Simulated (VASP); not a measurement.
Here is a VASP 6.6.1 calculation.

Contents of INCAR:

```
SYSTEM = CdO
  PREC = Accurate
  ENCUT = 600
  EDIFF = 1E-6
  ISMEAR = 0
  SIGMA = 0.1
  LREAL = .FALSE.
  LASPH = .TRUE.
  NELM = 120
  ALGO = Normal
  ISIF = 2
  LWAVE = .FALSE.
  LCHARG = .FALSE.
  GGA = PS
  NBANDS = 16
  GGA_COMPAT = .FALSE.
```

Contents of KPOINTS:

```
Automatic mesh
0
G
  14 14 14
  0 0 0
```

File POSCAR:

```
CdO
1.0
    0.0000000000      2.5431233176      2.5431233176
    2.5431233176      0.0000000000      2.5431233176
    2.5431233176      2.5431233176      0.0000000000
Cd O
1 1
Direct
    0.0000000000      0.0000000000      0.0000000000
    0.5000000000      0.5000000000      0.5000000000
```

Potentials or basis: VASP PAW PBE potentials, release 64 (Cd, O).

Launch:

```sh
$ cat potpaw_PBE.64/Cd/POTCAR potpaw_PBE.64/O/POTCAR > POTCAR
$ mpirun -np 1 vasp_std > vasp.out
```

(1) Estimate the band gap on the k mesh.

(2) Predict the pressure.

## Answers

(1) zero (bands 9 and 10 overlap by 0.66 eV).

(2) -19.3 GPa.

Caveat: the cell differs from its parent crystal (S replaced by O, lengths x 0.906, strained); the cell stands under tension; semilocal functionals underestimate gaps, and a narrow one can read as zero; the PAW data sets were made with another functional, which shifts forces and pressure a little.
